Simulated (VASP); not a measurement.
# MgSi64 (a cell with a defect) in VASP: relaxation of the atoms with PBEsol

Aim: the relaxation of the atoms of MgSi64 (a cell with a defect) with PBEsol.

All numbers are computed with VASP 6.6.1; they aren't measurements. Logs are shortened: lines on timing, memory, paths and dates and some standing lists are left out, and cuts for length are marked.

## Step 1: The cell of the first run

The cell holds a defect, 65 atoms: a = 10.866 Å, b = 10.866 Å, c = 10.866 Å, α = 90.00°, β = 90.00°, γ = 90.00°.

## Step 2: Relaxation of the atoms, PBEsol

INCAR reads:

```
SYSTEM = MgSi64
ALGO = Normal
EDIFF = 1E-7
EDIFFG = -0.03
ENCUT = 450
GGA = PS
GGA_COMPAT = .FALSE.
IBRION = 2
ISIF = 2
ISMEAR = -1
ISYM = -1
KPAR = 1
LASPH = .TRUE.
LCHARG = .FALSE.
LREAL = Auto
LWAVE = .FALSE.
NELECT = 256.0
NELM = 120
NELMIN = 4
NSW = 100
PREC = Accurate
SIGMA = 0.05
```

KPOINTS reads:

```
explicit points
1
Reciprocal
  0.25000000   0.25000000   0.25000000 1
```

POSCAR reads:

```
MgSi64
1.0
   10.8655790000      0.0000000000      0.0000000000
    0.0000000000     10.8655790000      0.0000000000
    0.0000000000      0.0000000000     10.8655790000
Si Mg
64 1
Direct
    0.0002830000      0.0016760000      0.0022520000
    0.9971580000      0.0010040000      0.4981480000
    0.0001190000      0.5006640000      0.0013160000
    0.0011040000      0.5002540000      0.4999330000
    0.5022170000      0.0001720000      0.0015760000
    0.4991920000      0.0014570000      0.4972500000
    0.5009510000      0.5001300000      0.0012950000
    0.4993750000      0.5044790000      0.4990280000
    0.1226610000      0.1214160000      0.1235160000
    0.1251470000      0.1263350000      0.6242260000
    0.1261600000      0.6245680000      0.1234380000
    0.1217960000      0.6246840000      0.6282780000
    0.6245850000      0.1268480000      0.1221410000
    0.6275990000      0.1252340000      0.6256390000
    0.6236210000      0.6267540000      0.1254800000
    0.6268910000      0.6276690000      0.6247810000
    0.2473470000      0.2514770000      0.9978350000
    0.2473760000      0.2537650000      0.4998070000
    0.2479500000      0.7527910000      0.0005340000
    0.2494230000      0.7493870000      0.5006770000
    0.7482370000      0.2543450000      0.0011270000
    0.7513710000      0.2479770000      0.5018230000
    0.7509210000      0.7482820000      0.0011390000
    0.7469520000      0.7512550000      0.5031210000
    0.3731440000      0.3747070000      0.1223910000
    0.3733910000      0.3773270000      0.6249680000
    0.3759610000      0.8720980000      0.1267630000
    0.3713170000      0.8749470000      0.6226680000
    0.8726930000      0.3795730000      0.1295440000
    0.8787460000      0.3788210000      0.6257130000
    0.8756230000      0.8763780000      0.1232840000
    0.8729430000      0.8756800000      0.6257410000
    0.2528430000      0.0010510000      0.2526530000
    0.2480820000      0.9946940000      0.7539710000
    0.2491340000      0.4995650000      0.2516650000
    0.2506920000      0.5005910000      0.7522610000
    0.7524330000      0.9973010000      0.2496940000
    0.7474000000      0.0026680000      0.7520230000
    0.7509490000      0.5016910000      0.2472080000
    0.7508400000      0.5019310000      0.7476460000
    0.3735830000      0.1268470000      0.3722600000
    0.3767930000      0.1248320000      0.8790820000
    0.3772710000      0.6250090000      0.3748520000
    0.3764550000      0.6242230000      0.8759990000
    0.8766890000      0.1251720000      0.3760360000
    0.8755850000      0.1247300000      0.8771860000
    0.8723390000      0.6232830000      0.3769200000
    0.8777710000      0.6218550000      0.8740870000
    0.0031830000      0.2487510000      0.2529080000
    0.9933760000      0.2498940000      0.7479260000
    0.9990150000      0.7489640000      0.2497340000
    0.0006670000      0.7505860000      0.7475940000
    0.5030230000      0.2525520000      0.2557960000
    0.4974230000      0.2501470000      0.7503800000
    0.4983100000      0.7489910000      0.2467940000
    0.4978580000      0.7484020000      0.7490870000
    0.1246330000      0.3739400000      0.3756240000
    0.1241930000      0.3760720000      0.8761520000
    0.1248510000      0.8731740000      0.3718420000
    0.1267060000      0.8724480000      0.8773600000
    0.6240090000      0.3731690000      0.3742880000
    0.6243380000      0.3741970000      0.8764670000
    0.6225620000      0.8746190000      0.3737560000
    0.6237570000      0.8739420000      0.8734160000
    0.3785230000      0.3759460000      0.3743400000
```

Potentials or basis: VASP PAW PBE potentials, release 64 (Si, Mg).

Launch:

```bash
$ cat potpaw_PBE.64/Si/POTCAR potpaw_PBE.64/Mg/POTCAR > POTCAR
$ mpirun -np 4 vasp_std > vasp.out
```

OUTCAR:

```text
SYSTEM = MgSi64
   EDIFF = 1E-7
   EDIFFG = -0.03
   ENCUT = 450
   GGA = PS
   IBRION = 2
   ISIF = 2
   ISMEAR = -1
   ISYM = -1
   LASPH = .TRUE.
   LREAL = Auto
   NELECT = 256.0
   NELM = 120
   NELMIN = 4
   NSW = 100
   PREC = Accurate

 ion  position               nearest neighbor table
   1  0.000  0.002  0.002-   9 2.28  31 2.33  46 2.34  60 2.39
   2  0.997  0.001  0.498-  45 2.30  32 2.37  10 2.38  59 2.40
   3  0.000  0.501  0.001-  48 2.33  11 2.33  58 2.35  29 2.36
   4  0.001  0.500  0.500-  30 2.32  12 2.34  57 2.35  47 2.35
   5  0.502  0.000  0.002-  13 2.32  42 2.34  64 2.36  27 2.38
   6  0.499  0.001  0.497-  63 2.34  41 2.36  28 2.38  14 2.39
   7  0.501  0.500  0.001-  15 2.34  44 2.35  62 2.35  25 2.35
   8  0.499  0.504  0.499-  43 2.30  65 2.35  16 2.36  26 2.38  61 2.39
   9  0.123  0.121  0.124-   1 2.28  49 2.36  33 2.38  17 2.39
  10  0.125  0.126  0.624-  18 2.35  50 2.38   2 2.38  34 2.41
  11  0.126  0.625  0.123-   3 2.33  19 2.34  35 2.36  51 2.37
  12  0.122  0.625  0.628-  52 2.30   4 2.34  36 2.37  20 2.38
  13  0.625  0.127  0.122-   5 2.32  21 2.34  53 2.39  37 2.41
  14  0.628  0.125  0.626-  38 2.31  22 2.32  54 2.38   6 2.39
  15  0.624  0.627  0.125-  55 2.31  23 2.34   7 2.34  39 2.35
  16  0.627  0.628  0.625-  24 2.29  40 2.34  56 2.35   8 2.36
  17  0.247  0.251  0.998-  58 2.32  25 2.34  42 2.35   9 2.39
[... 32 lines left out ...]
  50  0.993  0.250  0.748-  30 2.30  46 2.34  10 2.38  58 2.42
  51  0.999  0.749  0.250-  59 2.33  31 2.37  11 2.37  47 2.38
  52  0.001  0.751  0.748-  12 2.30  32 2.35  60 2.37  48 2.37
  53  0.503  0.253  0.256-  61 2.26  65 2.30  41 2.33  13 2.39  25 2.42
  54  0.497  0.250  0.750-  42 2.35  26 2.36  62 2.37  14 2.38
  55  0.498  0.749  0.247-  27 2.29  15 2.31  43 2.34  63 2.36
  56  0.498  0.748  0.749-  44 2.34  16 2.35  64 2.36  28 2.38
  57  0.125  0.374  0.376-  18 2.30  49 2.32  35 2.35   4 2.35  65 2.76
  58  0.124  0.376  0.876-  17 2.32   3 2.35  36 2.35  50 2.42
  59  0.125  0.873  0.372-  51 2.33  33 2.35  20 2.37   2 2.40
  60  0.127  0.872  0.877-  19 2.28  34 2.30  52 2.37   1 2.39
  61  0.624  0.373  0.374-  53 2.26  22 2.38   8 2.39  39 2.40  65 2.67
  62  0.624  0.374  0.876-  21 2.31   7 2.35  54 2.37  40 2.40
  63  0.623  0.875  0.374-   6 2.34  37 2.36  55 2.36  24 2.37
  64  0.624  0.874  0.873-  38 2.35  56 2.36   5 2.36  23 2.39
  65  0.379  0.376  0.374-  53 2.30   8 2.35  35 2.36  18 2.38  61 2.67  43 2.71  41 2.71  26 2.72
                            25 2.74  57 2.76

IMPORTANT INFORMATION: All symmetrisations will be switched off!
NOSYMM: (Re-)initialisation of all symmetry stuff for point group C_1.

----------------------------------------------------------------------------------------

                                     Primitive cell

[... 199 lines left out ...]
   GGA     = PS    functional components
   LHFCALC =     F    Hartree Fock is set to
   AEXX    =    0.0000 exact exchange contribution
   IVDW    =     0    specifies the selected vdW correction
   LEPSILON=     F    determine dielectric tensor
   LRPA    =     F    only Hartree local field effects (RPA)
 conjugate gradient relaxation of ions
 non-spin polarized calculation
  energy-cutoff  :      450.00
  volume of cell :     1282.80
 maximum number of plane-waves:     27841
 NGX is ok and might be reduce to    80
   NGX = 37   NGY = 37   NGZ = 37

--------------------------------------- Ionic step        1  -------------------------------------------

 number of electron     256.0000000 magnetization

 Free energy of the ion-electron system (eV)
  ---------------------------------------------------
  ext. energy  EPLUGINS =         0.00000000
  ---------------------------------------------------
  free energy    TOTEN  =      -378.88499233 eV

  energy without entropy =     -378.88446406  energy(sigma->0) =     -378.88472820

------------------------ aborting loop because EDIFF is reached ----------------------------------------

  FORCE on cell =-STRESS in cart. coord.  units (eV):
  Direction    XX          YY          ZZ          XY          YZ          ZX
  --------------------------------------------------------------------------------------
  -------------------------------------------------------------------------------------
  Total       -7.2742796     -7.3507298     -8.0087401     -8.3240169     -9.1460009     -6.9595170
  in kB       -9.0853560     -9.1808400    -10.0026750    -10.3964464    -11.4230795     -8.6922271
  external PRESSURE =      -9.4229570 kB  Pullay stress =       0.0000000 kB
[... 278 lines left out ...]
  FREE ENERGIE OF THE ION-ELECTRON SYSTEM (eV)
  ---------------------------------------------------
  free  energy   TOTEN  =      -380.1233734233 eV

  energy  without entropy=     -380.1230234688  energy(sigma->0) =     -380.12319845

[... ionic steps 4 to 9 ...]

--------------------------------------- Ionic step       10  -------------------------------------------

 number of electron     256.0000013 magnetization

------------------------ aborting loop because EDIFF is reached ----------------------------------------
[... 193 lines left out ...]
--------------------------------------- Ionic step       12  -------------------------------------------

 number of electron     256.0000014 magnetization

 Free energy of the ion-electron system (eV)
  ---------------------------------------------------
  ext. energy  EPLUGINS =         0.00000000
  ---------------------------------------------------
  free energy    TOTEN  =      -380.44732278 eV

  energy without entropy =     -380.44701315  energy(sigma->0) =     -380.44716797

 E-fermi :   6.0325     XC(G=0):  -9.5716

 val. band max:        5.5573182425   @ k =   0.2500   0.2500   0.2500
 cond. band min:       6.4829592201   @ k =   0.2500   0.2500   0.2500
 fundamental gap:      0.9256409776
 Fermi energy:         6.0325019131

 k-point     1 :       0.2500    0.2500    0.2500
  band No.  band energies     occupation
      1      -5.9636      2.00000
      2      -5.4768      2.00000
      3      -5.3772      2.00000
      4      -5.3759      2.00000
      5      -4.9351      2.00000
      6      -4.8644      2.00000
[... 132 lines left out ...]
    139       7.5412      0.00000
    140       7.6646      0.00000
 [bands above 140 left out]

------------------------ aborting loop because EDIFF is reached ----------------------------------------

  FORCE on cell =-STRESS in cart. coord.  units (eV):
  Direction    XX          YY          ZZ          XY          YZ          ZX
  --------------------------------------------------------------------------------------
  -------------------------------------------------------------------------------------
  Total      -11.0251818    -11.0029010    -11.0606813     -9.4401946     -9.4634600     -9.4550215
  in kB      -13.7701198    -13.7422918    -13.8144577    -11.7905186    -11.8195763    -11.8090370
  external PRESSURE =     -13.7756231 kB  Pullay stress =       0.0000000 kB
[... 80 lines left out ...]
  FREE ENERGIE OF THE ION-ELECTRON SYSTEM (eV)
  ---------------------------------------------------
  free  energy   TOTEN  =      -380.4473227785 eV

  energy  without entropy=     -380.4470131543  energy(sigma->0) =     -380.44716797

 reached required accuracy - stopping structural energy minimisation
```

Wall time 11 min (4 MPI ranks of Intel Xeon Platinum 8259CL at 2.50GHz (Skylake/Cascade Lake), shared host); peak memory 0.4 GiB.

Results:

| Property | Result |
| --- | --- |
| Free energy | -380.4473 eV |
| Energy gained by relaxing | 24.0 meV/atom |
| Ionic steps | 12 |
| Largest force after relaxing | 0.029 eV/Å |

Forces on the atoms (eV/Å):
```
Si  -0.004 -0.003  0.004
Si   0.010  0.011 -0.023
Si  -0.006 -0.006  0.006
Si   0.000 -0.008  0.002
Si  -0.023 -0.002 -0.004
Si  -0.002 -0.004  0.003
Si  -0.012 -0.006  0.002
Si   0.001 -0.008 -0.002
Si   0.011  0.010  0.006
Si  -0.004  0.006 -0.004
Si   0.000 -0.001  0.012
Si   0.008 -0.012 -0.010
Si  -0.006 -0.007 -0.001
Si  -0.013  0.000 -0.005
Si  -0.002 -0.004  0.009
Si  -0.005 -0.010 -0.012
Si  -0.002  0.007  0.002
Si   0.008 -0.002 -0.007
Si   0.011 -0.021  0.005
Si   0.001  0.005  0.008
Si  -0.015 -0.001  0.001
Si  -0.004  0.005 -0.006
Si   0.004  0.006  0.007
Si   0.004 -0.016 -0.017
Si  -0.010  0.012  0.001
Si   0.004 -0.004 -0.001
Si  -0.008  0.004 -0.006
Si   0.012 -0.002  0.007
Si  -0.005 -0.014 -0.020
Si   0.010 -0.005  0.009
Si  -0.002 -0.011  0.018
Si   0.008 -0.007 -0.006
Si  -0.014 -0.007 -0.013
Si   0.013  0.012 -0.021
Si   0.008 -0.002  0.003
Si   0.005  0.006 -0.010
Si  -0.016  0.009  0.004
Si  -0.006 -0.006 -0.006
Si   0.000  0.001 -0.001
Si   0.008 -0.010  0.014
Si   0.002 -0.019  0.006
Si  -0.005  0.004 -0.002
Si  -0.004  0.007  0.003
Si   0.005 -0.001 -0.001
Si  -0.004 -0.002 -0.002
Si   0.001  0.014 -0.014
Si   0.003 -0.006 -0.015
Si   0.001  0.011  0.008
Si  -0.008  0.002 -0.007
Si   0.010  0.012 -0.011
Si   0.010  0.000  0.008
Si   0.008 -0.015  0.008
Si  -0.019  0.019  0.010
Si   0.011  0.002  0.003
Si   0.001  0.007  0.017
Si   0.001  0.006  0.012
Si  -0.010  0.004 -0.004
Si  -0.001  0.008 -0.002
Si  -0.003  0.003  0.003
Si   0.006  0.003 -0.008
Si   0.005  0.008 -0.001
Si   0.000  0.002  0.011
Si   0.013 -0.008  0.013
Si   0.004  0.012  0.015
Mg   0.003  0.012  0.003
```

Step by step:
```
step  energy change (eV)  largest force (eV/Å)  pressure (GPa)
   1              0.0000                3.5295           -0.94
   2             -1.2300                1.4600           -1.28
   3             -1.2384                1.3100           -1.28
   4             -1.4412                0.4239           -1.32
   5             -1.4691                0.7168           -1.33
   6             -1.5436                0.1528           -1.37
   7             -1.5468                0.1075           -1.37
   8             -1.5558                0.0620           -1.38
   9             -1.5564                0.0662           -1.38
  10             -1.5598                0.0440           -1.38
  11             -1.5604                0.0587           -1.38
  12             -1.5623                0.0293           -1.38
```

Final structure:
```
Si Mg
1.0
    10.86558    0.00000    0.00000
     0.00000   10.86558    0.00000
     0.00000    0.00000   10.86558
Si Mg
64 1
Direct
  0.99913 0.99960 0.99958
  0.99820 0.99836 0.49875
  0.99832 0.49833 0.99854
  0.99927 0.50171 0.50133
  0.49863 0.99857 0.99870
  0.50068 0.00013 0.50121
  0.50094 0.50127 0.99962
  0.50904 0.50971 0.50956
  0.12390 0.12408 0.12454
  0.11843 0.11879 0.63132
  0.11848 0.63109 0.11874
  0.12437 0.62600 0.62601
  0.63126 0.11906 0.11880
  0.62523 0.12514 0.62584
  0.62544 0.62557 0.12482
  0.63258 0.63372 0.63321
  0.24801 0.24783 0.99912
  0.24188 0.24298 0.50802
  0.25040 0.75187 0.99881
  0.24844 0.75051 0.50112
  0.75136 0.25168 0.99891
  0.75048 0.24886 0.50148
  0.74975 0.74991 0.99971
  0.75137 0.75324 0.49930
  0.37456 0.37432 0.12063
  0.37503 0.37628 0.62974
  0.37496 0.87519 0.12561
  0.37451 0.87560 0.62459
  0.87479 0.37569 0.12624
  0.87493 0.37557 0.62481
  0.87464 0.87505 0.12435
  0.87489 0.87629 0.62662
  0.24809 0.99915 0.24877
  0.25029 0.99836 0.75168
  0.24212 0.50728 0.24223
  0.24811 0.50157 0.75137
  0.75133 0.99848 0.25076
  0.74954 0.00058 0.75075
  0.75037 0.50177 0.24958
  0.75153 0.49914 0.75178
  0.37412 0.12136 0.37490
  0.37496 0.12511 0.87496
  0.37532 0.62922 0.37541
  0.37473 0.62521 0.87572
  0.87467 0.12528 0.37532
  0.87461 0.12501 0.87571
  0.87468 0.62572 0.37602
  0.87528 0.62575 0.87542
  0.99889 0.24828 0.24868
  0.99773 0.25073 0.75142
  0.99782 0.75131 0.25065
  0.99934 0.75051 0.75022
  0.50741 0.24228 0.24244
  0.50067 0.24911 0.75077
  0.50104 0.75064 0.24868
  0.49784 0.75227 0.75188
  0.12041 0.37493 0.37492
  0.12492 0.37459 0.87505
  0.12484 0.87466 0.37503
  0.12414 0.87512 0.87532
  0.62896 0.37557 0.37586
  0.62462 0.37545 0.87516
  0.62416 0.87585 0.37504
  0.62545 0.87526 0.87531
  0.37565 0.37582 0.37594
```

Caveat: the cell carries a net charge on a neutralising background, which shifts energy and pressure; the cell is charged against a uniform background, so pressure and absolute levels hang on convention; the PAW data sets were made with another functional, which shifts forces and pressure a little.
